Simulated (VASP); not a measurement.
# Ti in VASP: a series of runs, part 2 of 2

VASP 6.6.1.

## 3. Single point, PBE

This run uses another cell than the first one, of 17.38 Å³/atom.

Contents of INCAR:

```
ALGO = Fast ; EDIFF = 1E-7
ENCUT = 520 ; GGA = PE
ISIF = 2 ; ISMEAR = 0
LASPH = T ; LCHARG = T
LELF = T ; LREAL = F
LVHAR = T ; LWAVE = F
NBANDS = 19 ; NELM = 100
PREC = Accurate ; SIGMA = 0.1
```

Contents of KPOINTS:

```
k-points
0
Gamma
  18 18 12
```

Contents of POSCAR:

```
Ti
1.0
    2.0560175227      2.0560175227      0.0000000000
   -2.0560175227      2.0560175227      0.0000000000
    0.0000000000      0.0000000000      4.1120350454
Ti
2
Direct
    0.0000000000      0.0000000000      0.0000000000
    0.5000000000      0.5000000000      0.5000000000
```

Potentials or basis: VASP PAW PBE potentials, release 64 (Ti_sv).

The run is started by

```console
> cat potpaw_PBE.64/Ti_sv/POTCAR > POTCAR
> mpirun -np 1 vasp_std > vasp.out
```

Run time: 15 min. Hardware: 1 thread of AMD EPYC 7R13, shared host; peak memory 0.29 GiB.

Results (log left out):

```yaml
Free_energy: -15.5641 eV
Pressure: -0.3 GPa
Band_gap_on_the_k_mesh: zero (bands 12 and 13 overlap by 1.30 eV)
```

Levels at points of the mesh, in eV from the Fermi level:
```csv
k point,band 8,band 9,band 10,band 11,band 12,band 13,band 14,band 15,band 16,band 17
"(0.00, 0.00, 0.00)",-32.57,-6.10,-2.57,-1.71,0.87,0.87,0.87,2.50,2.50,2.83
"(0.50, 0.00, 0.00)",-32.66,-2.12,-2.12,-0.33,-0.33,-0.01,-0.01,1.69,1.69,2.38
"(0.50, 0.50, 0.00)",-32.81,-2.57,-2.57,-1.71,-1.71,2.83,2.83,3.56,3.56,3.84
"(0.00, 0.00, 0.50)",-32.69,-3.80,-3.80,-0.57,-0.57,1.17,1.17,2.01,2.01,2.01
"(0.50, 0.00, 0.50)",-32.66,-2.59,-2.59,0.63,0.63,0.76,0.76,0.76,0.76,3.56
"(0.50, 0.50, 0.50)",-32.82,-1.52,-1.52,-0.38,-0.38,-0.38,-0.38,2.13,2.13,3.84
```

## 4. Single point, PBE (strained)

Contents of INCAR:

```
PREC = Accurate ; ENCUT = 520
EDIFF = 1E-6 ; ISMEAR = 0
SIGMA = 0.1 ; LREAL = F
LASPH = T ; NELM = 80
ALGO = Fast ; ISIF = 2
LWAVE = F ; LCHARG = T
GGA = PE ; LELF = T
LVHAR = T ; NBANDS = 12
```

Contents of KPOINTS:

```
regular mesh
0
Gamma
  18 18 18
```

Contents of POSCAR:

```
Ti
1.0
    0.0000000000      2.1161329000      2.1161329000
    2.1161329000      0.0000000000      2.1161329000
    2.1161329000      2.1161329000      0.0000000000
Ti
1
Direct
    0.0000000000      0.0000000000      0.0000000000
```

Potentials or basis: VASP PAW PBE potentials, release 64 (Ti_sv).

The run is started by

```console
> cat potpaw_PBE.64/Ti_sv/POTCAR > POTCAR
> mpirun -np 1 vasp_std > vasp.out
```

OUTCAR:

```text
PREC = Accurate
   ENCUT = 520
   EDIFF = 1E-6
   ISMEAR = 0
   LREAL = F
   LASPH = T
   NELM = 80
   ISIF = 2
   GGA = PE

 ion  position               nearest neighbor table
   1  0.000  0.000  0.000-

  LATTYP: Found a face centered cubic cell.
 ALAT       =     4.2322658000

  Lattice vectors:

 A1 = (   0.0000000000,   2.1161329000,   2.1161329000)
 A2 = (   2.1161329000,   0.0000000000,   2.1161329000)
 A3 = (   2.1161329000,   2.1161329000,   0.0000000000)

Analysis of symmetry for initial positions (statically):
=====================================================================
 Subroutine PRICEL returns:
 Original cell was already a primitive cell.

 Routine SETGRP: Setting up the symmetry group for a
 face centered cubic supercell.

 Subroutine GETGRP returns: Found 48 space group operations
 (whereof 48 operations were pure point group operations)
 out of a pool of 48 trial point group operations.

The static configuration has the point symmetry O_h .

Analysis of symmetry for dynamics (positions and initial velocities):
=====================================================================
 Subroutine PRICEL returns:
[... 161 lines left out ...]
 fundamental gap:      0.0221815958
 Fermi energy:         7.3227508524

 k-point     1 :       0.0000    0.0000    0.0000
  band No.  band energies     occupation
      1     -49.5456      2.00000
      2     -25.4911      2.00000
      3     -25.4911      2.00000
      4     -25.4911      2.00000
      5       1.4492      2.00000
      6       8.1373      0.00000
      7       8.1373      0.00000
      8       8.1373      0.00000
      9       9.5829      0.00000
     10       9.5829      0.00000
     11      22.0885      0.00000
     12      26.1420      0.00000
[... 331 lines left out ...]
 k-point    24 :      -0.2222    0.0556    0.0000
  band No.  band energies     occupation
      1     -49.5042      2.00000
      2     -25.7312      2.00000
      3     -25.5383      2.00000
      4     -25.5170      2.00000
      5       3.0919      2.00000
      6       7.4044      0.24798
      7       8.3462      0.00000
      8       8.4357      0.00000
      9       9.4164      0.00000
     10       9.8350      0.00000
     11      19.6234      0.00000
     12      22.5897      0.00000

 [... further k-points ...]
[... 5 lines left out ...]
  --------------------------------------------------------------------------------------
  -------------------------------------------------------------------------------------
  Total       -0.9647937     -0.9647937     -0.9647937      0.0000000      0.0000000     -0.0000000
  in kB      -81.5616893    -81.5616893    -81.5616893      0.0000000      0.0000000     -0.0000000
  external PRESSURE =     -81.5616893 kB  Pullay stress =       0.0000000 kB

 VOLUME and BASIS-vectors are now :
 -----------------------------------------------------------------------------
  energy-cutoff  :      520.00
  volume of cell :       18.95
      direct lattice vectors                 reciprocal lattice vectors
     0.000000000  2.116132900  2.116132900    -0.236280056  0.236280056  0.236280056
     2.116132900  0.000000000  2.116132900     0.236280056 -0.236280056  0.236280056
     2.116132900  2.116132900  0.000000000     0.236280056  0.236280056 -0.236280056

 POSITION                                       TOTAL-FORCE (eV/Angst)
 -----------------------------------------------------------------------------------
      0.00000      0.00000      0.00000         0.000000      0.000000      0.000000
 -----------------------------------------------------------------------------------
    total drift:                               -0.000000      0.000000     -0.000000

  FREE ENERGIE OF THE ION-ELECTRON SYSTEM (eV)
  ---------------------------------------------------
  free  energy   TOTEN  =        -7.7389337332 eV

  energy  without entropy=       -7.7293811212  energy(sigma->0) =       -7.73415743
```

Wall time 72 s (1 thread of Intel Xeon 8259CL, shared host); peak memory 0.16 GiB.

Results:

| Item | Value |
| --- | --- |
| Free energy | -7.7389 eV |
| Pressure | -8.2 GPa |
| Band gap on the k mesh | zero (bands 6 and 7 overlap by 1.20 eV) |

Levels at points of the mesh, in eV from the Fermi level:
```tsv
k point	band 2	band 3	band 4	band 5	band 6	band 7	band 8	band 9	band 10	band 11
(0.00, 0.00, 0.00)	-32.81	-32.81	-32.81	-5.87	0.81	0.81	0.81	2.26	2.26	14.77
(0.50, 0.00, 0.00)	-33.31	-32.88	-32.88	-2.39	0.45	0.72	0.72	3.20	3.20	7.29
(0.50, 0.50, 0.00)	-33.28	-32.99	-32.99	-2.28	-1.49	2.49	3.20	3.44	3.44	10.16
```

Caveat: the cell differs from its parent crystal (strained); the cell stands under tension.

## 5. Summary

```csv
cell,k mesh,further INCAR settings,gap on the mesh (eV),pressure (GPa)
"a = 2.849, b = 2.849, c = 4.236 Å, 2 atoms, atomic positions A",18 × 18 × 12,ALGO = Fast; EDIFF = 1e-07; NBANDS = 19,none,0.9
"a = 2.908, b = 2.908, c = 4.112 Å, 2 atoms, atomic positions A",18 × 18 × 12,ALGO = Fast; EDIFF = 1e-07; NBANDS = 19,none,-0.3
"a = 2.993 Å, angles 60.0°, 1 atom, atomic positions B",18 × 18 × 18,ALGO = Fast; EDIFF = 1e-06; NBANDS = 12,none,-8.2
```

Alike in all rows: task single point; level PBE; potentials or basis VASP PAW PBE potentials, release 64 (Ti_sv); no spin polarisation; cutoff (eV) 520; smearing gaussian 0.1 eV.

Caveats: the cell stands under tension (at least some runs).

Absolute energies hang on the potentials; compare differences alone.

The gap in the log of VASP goes by the Fermi energy; the results here count the filled bands.